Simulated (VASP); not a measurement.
# SiC (Moissanite 3C) (F-43m) in VASP: a series of runs

Runs on SiC (Moissanite 3C). Level: PBE. Tasks: relaxation of cell and atoms.

All numbers are computed with VASP 6.6.1; they aren't measurements. Logs are shortened: lines on timing, memory, paths and dates and some standing lists are left out, and cuts for length are marked.

## (1) The cell of the first run

Symmetry: F-43m, No. 216, cubic system. The conventional cell has a = 4.358 Å, b = 4.358 Å, c = 4.358 Å, α = 90.00°, β = 90.00°, γ = 90.00°. Within 2.5 Å of Si (site symmetry -43m) lie 4 C at 1.89 Å. Within 2.5 Å of C (site symmetry -43m) lie 4 Si at 1.89 Å.

## (2) Relaxation of cell and atoms, PBE

Contents of INCAR:

```
ALGO     = Normal         # electronic algorithm
EDIFF    = 1E-6           # SCF threshold, eV
EDIFFG   = -0.005         # ionic threshold
ENCUT    = 600            # plane-wave cutoff, eV
GGA      = PE             # functional
IBRION   = 2              # ionic algorithm
ISIF     = 3              # what is computed and relaxed
ISMEAR   = 0              # smearing method
LASPH    = True           # aspherical terms in the spheres
LCHARG   = False          # write CHGCAR
LREAL    = False          # projectors in reciprocal space
LWAVE    = False          # write WAVECAR
NELM     = 100            # most SCF steps
NSW      = 80             # ionic steps
PREC     = Accurate       # precision mode
SIGMA    = 0.01           # smearing width, eV
```

Contents of KPOINTS:

```
k-points
0
Gamma
  9 9 9
```

Contents of POSCAR:

```
SiC
1.0
    0.0000000000      2.1790000000      2.1790000000
    2.1790000000      0.0000000000      2.1790000000
    2.1790000000      2.1790000000      0.0000000000
Si C
1 1
Direct
    0.0000000000      0.0000000000      0.0000000000
    0.2500000000      0.2500000000      0.2500000000
```

Potentials or basis: VASP PAW PBE potentials, release 64 (Si, C).

The run is started by

```sh
$ cat potpaw_PBE.64/Si/POTCAR potpaw_PBE.64/C/POTCAR > POTCAR
$ mpirun -np 1 vasp_std > vasp.out
```

OUTCAR:

```text
EDIFF = 1E-6
   EDIFFG = -0.005
   ENCUT = 600
   GGA = PE
   IBRION = 2
   ISIF = 3
   ISMEAR = 0
   LASPH = True
   LREAL = False
   NELM = 100
   NSW = 80
   PREC = Accurate

 ion  position               nearest neighbor table
   1  0.000  0.000  0.000-   2 1.89   2 1.89   2 1.89   2 1.89
   2  0.250  0.250  0.250-   1 1.89   1 1.89   1 1.89   1 1.89

  LATTYP: Found a face centered cubic cell.
 ALAT       =     4.3580000000

  Lattice vectors:

 A1 = (   0.0000000000,   2.1790000000,   2.1790000000)
 A2 = (   2.1790000000,   0.0000000000,   2.1790000000)
 A3 = (   2.1790000000,   2.1790000000,   0.0000000000)

Analysis of symmetry for initial positions (statically):
=====================================================================
 Subroutine PRICEL returns:
 Original cell was already a primitive cell.

 Routine SETGRP: Setting up the symmetry group for a
 face centered cubic supercell.

 Subroutine GETGRP returns: Found 24 space group operations
 (whereof 24 operations were pure point group operations)
 out of a pool of 48 trial point group operations.

The static configuration has the point symmetry T_d .

Analysis of symmetry for dynamics (positions and initial velocities):
=====================================================================
 Subroutine PRICEL returns:
 Original cell was already a primitive cell.

 Routine SETGRP: Setting up the symmetry group for a
 face centered cubic supercell.

 Subroutine GETGRP returns: Found 24 space group operations
 (whereof 24 operations were pure point group operations)
 out of a pool of 48 trial point group operations.

The dynamic configuration has the point symmetry T_d .

 Subroutine INISYM returns: Found 24 space group operations
 (whereof 24 operations are pure point group operations),
 and found     1 'primitive' translations

----------------------------------------------------------------------------------------

                                     Primitive cell

  volume of cell :      20.6920

  direct lattice vectors                    reciprocal lattice vectors
     0.000000000  2.179000000  2.179000000    -0.229463056  0.229463056  0.229463056
     2.179000000  0.000000000  2.179000000     0.229463056 -0.229463056  0.229463056
     2.179000000  2.179000000  0.000000000     0.229463056  0.229463056 -0.229463056

  length of vectors
     3.081571352  3.081571352  3.081571352     0.397441672  0.397441672  0.397441672

  position of ions in fractional coordinates (direct lattice)
     0.000000000  0.000000000  0.000000000
     0.250000000  0.250000000  0.250000000

  ion indices of the primitive-cell ions
   primitive index   ion index
                 1           1
                 2           2

----------------------------------------------------------------------------------------

 KPOINTS: k-points

Automatic generation of k-mesh.
 Grid dimensions read from file:
 generate k-points for:    9    9    9

 Generating k-lattice:

  Cartesian coordinates                     Fractional coordinates (reciprocal lattice)
    -0.025495895  0.025495895  0.025495895     0.111111111  0.000000000  0.000000000
     0.025495895 -0.025495895  0.025495895     0.000000000  0.111111111  0.000000000
     0.025495895  0.025495895 -0.025495895     0.000000000  0.000000000  0.111111111

  Length of vectors
     0.044160186  0.044160186  0.044160186

  Shift w.r.t. Gamma in fractional coordinates (k-lattice)
     0.000000000  0.000000000  0.000000000

 Subroutine IBZKPT returns following result:
 ===========================================

 Found     35 irreducible k-points:

 Following reciprocal coordinates:
            Coordinates               Weight
  0.000000  0.000000  0.000000      1.000000
  0.111111  0.000000  0.000000      8.000000
  0.222222  0.000000  0.000000      8.000000
  0.333333  0.000000  0.000000      8.000000
  0.444444  0.000000  0.000000      8.000000
  0.111111  0.111111  0.000000      6.000000
[... 16 lines left out ...]
 -0.333333  0.333333  0.000000     12.000000
  0.444444  0.444444  0.000000      6.000000
 [... further k-points ...]
   k-points           NKPTS =     35   k-points in BZ     NKDIM =     35   number of bands    NBANDS=      8
   number of dos      NEDOS =    301   number of ions     NIONS =      2
   total plane-waves  NPLWV =  21952
   dimension x,y,z NGX =    28 NGY =   28 NGZ =   28
   dimension x,y,z NGXF=    56 NGYF=   56 NGZF=   56
   ions per type =               1   1
   NGX,Y,Z   is equivalent  to a cutoff of  15.11, 15.11, 15.11 a.u.
   NGXF,Y,Z  is equivalent  to a cutoff of  30.21, 30.21, 30.21 a.u.
 SYSTEM =  unknown system
   PREC   = accura    normal or accurate (medium, high low for compatibility)
   ISTART =      0    job   : 0-new  1-cont  2-samecut
   ICHARG =      2    charge: 1-file 2-atom 10-const
   ISPIN  =      1    spin polarized calculation?
   LNONCOLLINEAR =      F non collinear calculations
   LSORBIT =      F    spin-orbit coupling
   LASPH  =      T    aspherical Exc in radial PAW
   ENCUT  =  600.0 eV  44.10 Ry    6.64 a.u.   6.15  6.15  6.15*2*pi/ulx,y,z
   NELM   =    100;   NELMIN=  2; NELMDL= -5     # of ELM steps
   EDIFF  = 0.1E-05   stopping-criterion for ELM
   LREAL  =      F    real-space projection
   EDIFFG = -.5E-02   stopping-criterion for IOM
   NSW    =     80    number of steps for IOM
   IBRION =      2    ionic relax: 0-MD 1-quasi-New 2-CG
   NFREE  =      1    steps in history (QN), initial steepest desc. (CG)
   ISIF   =      3    stress and relaxation
   ISYM   =      2    0-nonsym 1-usesym 2-fastsym
   POTIM  = 0.5000    time-step for ionic-motion
   TEBEG  =    0.0;   TEEND  =   0.0 temperature during run
   PSTRESS=    0.0 pullay stress
   NELECT =       8.0000    total number of electrons
   NUPDOWN=      -1.0000    fix difference up-down
   EMIN   =  10.00;   EMAX   =-10.00  energy-range for DOS
   EFERMI =   0.00;   METHOD = LEGACY
   ISMEAR =     0;   SIGMA  =   0.01  broadening in eV -4-tet -1-fermi 0-gaus
   EFERMI_NEDOS =   21; number of points for ismear=-14 and -15
   IALGO  =     38    algorithm
   IMIX   =      4    mixing-type and parameters
     AMIX     =   0.40;   BMIX     =  1.00
     AMIX_MAG =   1.60;   BMIX_MAG =  1.00
  volume/ion in A,a.u.               =      10.35        69.82
  Fermi-wavevector in a.u.,A,eV,Ry     =   1.192626  2.253736 19.352338  1.422357
  Thomas-Fermi vector in A             =   2.328660
   LORBIT       =      0    0 simple, 1 ext, 2 COOP (PROOUT), +10 PAW based schemes
   GGA     = PE    functional components
   LHFCALC =     F    Hartree Fock is set to
   AEXX    =    0.0000 exact exchange contribution
   IVDW    =     0    specifies the selected vdW correction
   LEPSILON=     F    determine dielectric tensor
   LRPA    =     F    only Hartree local field effects (RPA)
 conjugate gradient relaxation of ions
 non-spin polarized calculation
 Gauss-broadening in eV      SIGMA  =   0.01
  energy-cutoff  :      600.00
  volume of cell :       20.69
 maximum number of plane-waves:       702
 NGX is ok and might be reduce to    28
   NGX = 13   NGY = 13   NGZ = 13

--------------------------------------- Ionic step        1  -------------------------------------------

 number of electron       8.0000000 magnetization

 Free energy of the ion-electron system (eV)
  ---------------------------------------------------
  ext. energy  EPLUGINS =         0.00000000
  ---------------------------------------------------
  free energy    TOTEN  =       -15.05885987 eV

  energy without entropy =      -15.05885987  energy(sigma->0) =      -15.05885987

------------------------ aborting loop because EDIFF is reached ----------------------------------------

  FORCE on cell =-STRESS in cart. coord.  units (eV):
  Direction    XX          YY          ZZ          XY          YZ          ZX
  --------------------------------------------------------------------------------------
  -------------------------------------------------------------------------------------
  Total        0.3981059      0.3981059      0.3981059      0.0000000      0.0000000      0.0000000
  in kB       30.8253122     30.8253122     30.8253122      0.0000000      0.0000000      0.0000000
  external PRESSURE =      30.8253122 kB  Pullay stress =       0.0000000 kB

 VOLUME and BASIS-vectors are now :
 -----------------------------------------------------------------------------
  energy-cutoff  :      600.00
  volume of cell :       20.69
      direct lattice vectors                 reciprocal lattice vectors
     0.000000000  2.179000000  2.179000000    -0.229463056  0.229463056  0.229463056
     2.179000000  0.000000000  2.179000000     0.229463056 -0.229463056  0.229463056
     2.179000000  2.179000000  0.000000000     0.229463056  0.229463056 -0.229463056
[... 37 lines left out ...]
 POSITION                                       TOTAL-FORCE (eV/Angst)
 -----------------------------------------------------------------------------------
      2.19992      4.39985      2.19992         0.000000     -0.000000     -0.000000
      1.09996      1.09996      1.09996        -0.000000      0.000000      0.000000
 -----------------------------------------------------------------------------------
    total drift:                               -0.000000     -0.000000     -0.000000

  FREE ENERGIE OF THE ION-ELECTRON SYSTEM (eV)
  ---------------------------------------------------
  free  energy   TOTEN  =       -15.0586990072 eV

  energy  without entropy=      -15.0586990072  energy(sigma->0) =      -15.05869901

--------------------------------------- Ionic step        3  -------------------------------------------

 number of electron       8.0000000 magnetization

 Free energy of the ion-electron system (eV)
  ---------------------------------------------------
  ext. energy  EPLUGINS =         0.00000000
  ---------------------------------------------------
  free energy    TOTEN  =       -15.06163208 eV

  energy without entropy =      -15.06163208  energy(sigma->0) =      -15.06163208

 E-fermi :   8.0846     XC(G=0): -11.2946

 val. band max:        7.9492808285   @ k =   0.0000   0.0000   0.0000
 cond. band min:       9.4626272440   @ k =   0.4444   0.4444   0.0000
 fundamental gap:      1.5133464155
 Fermi energy:         8.0845870045

 k-point     1 :       0.0000    0.0000    0.0000
  band No.  band energies     occupation
      1      -7.3438      2.00000
      2       7.9493      2.00000
      3       7.9493      2.00000
      4       7.9493      2.00000
      5      14.0180      0.00000
      6      15.1600      0.00000
      7      15.1600      0.00000
      8      15.1600      0.00000

 k-point     2 :       0.1111    0.0000    0.0000
  band No.  band energies     occupation
      1      -7.1056      2.00000
      2       6.7390      2.00000
      3       7.7874      2.00000
      4       7.7874      2.00000
      5      14.3014      0.00000
      6      15.4486      0.00000
      7      15.4486      0.00000
      8      15.5149      0.00000
[... 221 lines left out ...]
 k-point    23 :      -0.3333    0.3333    0.0000
  band No.  band energies     occupation
      1      -2.7760      2.00000
      2       0.9461      2.00000
      3       2.3835      2.00000
      4       5.7942      2.00000
      5      11.7535      0.00000
      6      17.0199      0.00000
      7      18.6223      0.00000
      8      19.3477      0.00000

 k-point    24 :       0.4444    0.4444    0.0000
  band No.  band energies     occupation
      1      -2.8467      2.00000
      2       0.7124      2.00000
      3       4.8569      2.00000
      4       4.8569      2.00000
      5       9.4626      0.00000
      6      12.3203      0.00000
      7      21.5581      0.00000
      8      21.5581      0.00000

 [... further k-points ...]
[... 5 lines left out ...]
  --------------------------------------------------------------------------------------
  -------------------------------------------------------------------------------------
  Total        0.0009728      0.0009728      0.0009728     -0.0000000     -0.0000000      0.0000000
  in kB        0.0742734      0.0742734      0.0742734     -0.0000000     -0.0000000      0.0000000
  external PRESSURE =       0.0742734 kB  Pullay stress =       0.0000000 kB

 VOLUME and BASIS-vectors are now :
 -----------------------------------------------------------------------------
  energy-cutoff  :      600.00
  volume of cell :       20.99
      direct lattice vectors                 reciprocal lattice vectors
     0.000000000  2.189247776  2.189247776    -0.228388950  0.228388950  0.228388950
     2.189247776  0.000000000  2.189247776     0.228388950 -0.228388950  0.228388950
     2.189247776  2.189247776 -0.000000000     0.228388950  0.228388950 -0.228388950

 POSITION                                       TOTAL-FORCE (eV/Angst)
 -----------------------------------------------------------------------------------
      0.00000      0.00000      0.00000         0.000000      0.000000      0.000000
      1.09462      1.09462      1.09462        -0.000000     -0.000000     -0.000000
 -----------------------------------------------------------------------------------
    total drift:                               -0.000000     -0.000000     -0.000000

  FREE ENERGIE OF THE ION-ELECTRON SYSTEM (eV)
  ---------------------------------------------------
  free  energy   TOTEN  =       -15.0616320848 eV

  energy  without entropy=      -15.0616320848  energy(sigma->0) =      -15.06163208

 reached required accuracy - stopping structural energy minimisation
```

Run time: 28 s. Hardware: 1 thread of Intel Xeon 8259CL, shared host; peak memory 0.15 GiB.

What came out:

| Property | Result |
| --- | --- |
| Free energy | -15.0616 eV |
| Relaxed volume | 10.49 Å³/atom |
| Relaxed cell | a = 3.096 Å, b = 3.096 Å, c = 3.096 Å, α = 60.00°, β = 60.00°, γ = 60.00° |
| Space group after relaxing (to 0.05 Å) | F-43m (No. 216) |
| Energy gained by relaxing | 1.4 meV/atom |
| Ionic steps | 3 |
| Pressure after relaxing | 0.0 GPa |
| Band gap on the k mesh | 1.51 eV, indirect (least direct gap 4.61 eV) |

Step by step:
| step | energy change (eV) | largest force (eV/Å) | pressure (GPa) | volume (Å³) |
| --- | --- | --- | --- | --- |
| 1 | 0.0000 | 0.0000 | 3.08 | 20.69 |
| 2 | 0.0002 | 0.0000 | -3.00 | 21.29 |
| 3 | -0.0028 | 0.0000 | 0.01 | 20.99 |

Final structure:
```xyz
2
Lattice="0.0000 2.1892 2.1892 2.1892 0.0000 2.1892 2.1892 2.1892 0.0000" Properties=species:S:1:pos:R:3 pbc="T T T"
Si    0.0000    0.0000    0.0000
C     1.0946    1.0946    1.0946
```

A k mesh can miss the band edges. PBE gaps usually lie below the measured ones, often by a third to a half.

(Part 1 of 2 ends here.)
